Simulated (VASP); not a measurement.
Zr4Cl:

```
CELL_PARAMETERS angstrom
7.03733 0.00000 0.00000
0.00000 7.03733 0.00000
0.00000 0.00000 4.20876
ATOMIC_POSITIONS crystal
Zr 0.50000 0.76888 0.26056
Zr 0.50000 0.23112 0.26056
Zr 0.73112 0.00000 0.26056
Zr 0.26888 0.00000 0.26056
Zr 0.00000 0.26888 0.73944
Zr 0.00000 0.73112 0.73944
Zr 0.76888 0.50000 0.73944
Zr 0.23112 0.50000 0.73944
Cl 0.00000 0.00000 0.00000
Cl 0.50000 0.50000 0.00000
```

The cell was built from a structure type or drawn by symmetry, and may not be a known phase.

```yaml
Program: VASP 6.6.1
Task: relaxation of cell and atoms
Functional: PBE
Potentials_or_basis: VASP PAW PBE potentials, release 64 (Zr_sv, Cl)
Cutoff: 500 eV
k_mesh: 3 × 3 × 4
Occupations: gaussian, width 0.2 eV
Spin: no spin polarisation
```

At the start: pressure 37.7 GPa; volume 20.84 Å³/atom.

Problem. How do energy, volume and symmetry change on relaxing?

Solution. Over 18 steps the energy falls by 1607.5 meV/atom and the volume is 22.84 Å³/atom (+9.6 %); space group P4/nmm (No. 129, to 0.1 Å) before and after.

The path:
```tsv
step	energy change (eV)	largest force (eV/Å)	pressure (GPa)	volume (Å³)
1	0.0000	3.8569	37.74	208.43
2	-6.4933	0.2291	-11.51	387.68
3	-11.3385	1.0447	-3.06	296.33
4	-11.3446	1.0837	-2.62	294.13
5	-11.3431	1.1177	-2.23	292.25
6	-12.1217	0.9555	-1.41	279.07
7	-12.9125	1.5375	2.46	252.94
8	-13.4555	1.4390	0.95	251.98
9	-14.7874	1.1748	-2.06	247.71
10	-14.3936	1.0845	0.01	232.42
11	-15.3992	1.1231	-2.44	242.65
12	-15.4329	1.0906	-2.21	240.57
13	-15.4378	1.1017	-2.32	241.34
14	-15.8385	0.7147	-0.10	230.95
15	-15.9110	0.4150	1.84	224.17
16	-16.0672	0.0426	-0.01	228.66
17	-16.0693	0.0842	-0.21	229.29
18	-16.0749	0.0697	0.09	228.38
```

Final structure:
```cif
data_structure
_symmetry_space_group_name_H-M 'P 1'
_symmetry_Int_Tables_number 1
_cell_length_a 8.6214
_cell_length_b 8.6214
_cell_length_c 3.0726
_cell_angle_alpha 90.000
_cell_angle_beta 90.000
_cell_angle_gamma 90.000
_cell_volume 228.38
loop_
_atom_site_label
_atom_site_type_symbol
_atom_site_fract_x
_atom_site_fract_y
_atom_site_fract_z
_atom_site_occupancy
Zr1 Zr 0.50000 0.76378 0.40005 1
Zr2 Zr 0.50000 0.23622 0.40005 1
Zr3 Zr 0.73622 0.00000 0.40005 1
Zr4 Zr 0.26378 0.00000 0.40005 1
Zr5 Zr 0.00000 0.26378 0.59995 1
Zr6 Zr 0.00000 0.73622 0.59995 1
Zr7 Zr 0.76378 0.50000 0.59995 1
Zr8 Zr 0.23622 0.50000 0.59995 1
Cl1 Cl 0.00000 0.00000 0.00000 1
Cl2 Cl 0.50000 0.50000 0.00000 1
```

Caveat: the k points lie up to 0.51 Å⁻¹ apart in the final cell, too coarse for converged energies and pressures of a metal; a cell axis changed by over 15 % at a fixed basis, so the end point is rough; the relaxation stopped at a loose force limit of 0.08 eV/Å, so its end isn't a converged minimum.
